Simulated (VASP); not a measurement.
A run of VASP 6.6.1:

File INCAR:

```
SYSTEM = TiRh3
PREC = Accurate ; ENCUT = 520
EDIFF = 1E-8 ; ISMEAR = -1
SIGMA = 0.03 ; LREAL = .False.
LASPH = .True. ; NELM = 100
ALGO = Normal ; ISIF = 2
LWAVE = .False. ; LCHARG = .False.
LEFG = .True. ; NBANDS = 36
```

The input KPOINTS:

```
regular mesh
0
Gamma
  10 10 10
  0 0 0
```

Contents of POSCAR:

```
TiRh3
1.0
    3.8602200000      0.0000000000      0.0000000000
    0.0000000000      3.8602200000      0.0000000000
    0.0000000000      0.0000000000      3.8220000000
Ti Rh
1 3
Direct
    0.0000000000      0.0000000000      0.0000000000
    0.0000000000      0.5000000000      0.5000000000
    0.5000000000      0.0000000000      0.5000000000
    0.5000000000      0.5000000000      0.0000000000
```

Potentials or basis: VASP PAW LDA potentials, release 64 (Ti_sv, Rh_pv).

Run with:

```sh
$ cat potpaw_LDA.64/Ti_sv/POTCAR potpaw_LDA.64/Rh_pv/POTCAR > POTCAR
$ mpirun -np 1 vasp_std > vasp.out
```

Hardware: 1 thread of Intel Xeon 8259CL, with other jobs on the host.

Estimate the wall time of this run.

Run time: 4.8 min on 1 thread of Intel Xeon 8259CL, with other jobs on the host, peak memory 0.31 GiB. Counts: scf iterations 18, k points 126.
